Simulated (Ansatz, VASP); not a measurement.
**One calculation of PbS, two programs**

Contents of INCAR:

```
PREC = Accurate
ENCUT = 520
EDIFF = 1E-6
ISMEAR = -1
SIGMA = 0.05
LREAL = False
LASPH = True
NELM = 100
ALGO = Normal
ISIF = 2
LWAVE = False
LCHARG = False
GGA = RP
NBANDS = 17
```

The input KPOINTS:

```
regular mesh
0
Gamma
  8 8 8
```

POSCAR

```
PbS
1.0
    0.0000000000      2.9853913009      2.9853913009
    2.9853913009      0.0000000000      2.9853913009
    2.9853913009      2.9853913009      0.0000000000
Pb S
1 1
Direct
    0.0000000000      0.0000000000      0.0000000000
    0.5000000000      0.5000000000      0.5000000000
```

input.yaml

```yaml
crystal:
  lattice:
    - [0.0, 2.9853913009, 2.9853913009]
    - [2.9853913009, 0.0, 2.9853913009]
    - [2.9853913009, 2.9853913009, 0.0]
  atoms:
    - { symbol: Pb, position: [0.0, 0.0, 0.0] }
    - { symbol: S, position: [0.5, 0.5, 0.5] }
hamiltonian:
  xc: rpbe
  pseudopotentials: { kind: paw }
kpoints:
  mp_grid: { grid: [8, 8, 8] }
scf:
  occupations: { method: fermi_dirac, width: 0.05 }
output:
  forces: true
  stress: true
  eigenvalues: true
```

Alike in both runs: task single point; functional RPBE; k mesh 8 × 8 × 8; occupations fermi-dirac, width 0.05 eV; no spin polarisation.

```csv
,VASP,Ansatz
version,VASP 6.6.1,Ansatz 0.2.0
potentials or method,"VASP PAW PBE potentials, release 64 (Pb_d, S)",Ansatz PAW
plane-wave cutoff (eV),520,420
valence electrons in the cell,20,20
```

```csv
,VASP,Ansatz,Ansatz less VASP
gap on the k mesh at the Fermi level (eV),0.53,0.53,-0.007
least direct gap on the mesh (eV),0.53,0.53,-0.007
pressure (GPa),2.9,3.0,+0.09
```

VASP's potentials were made for PBE, not for RPBE.

Spin-orbit coupling is off throughout.
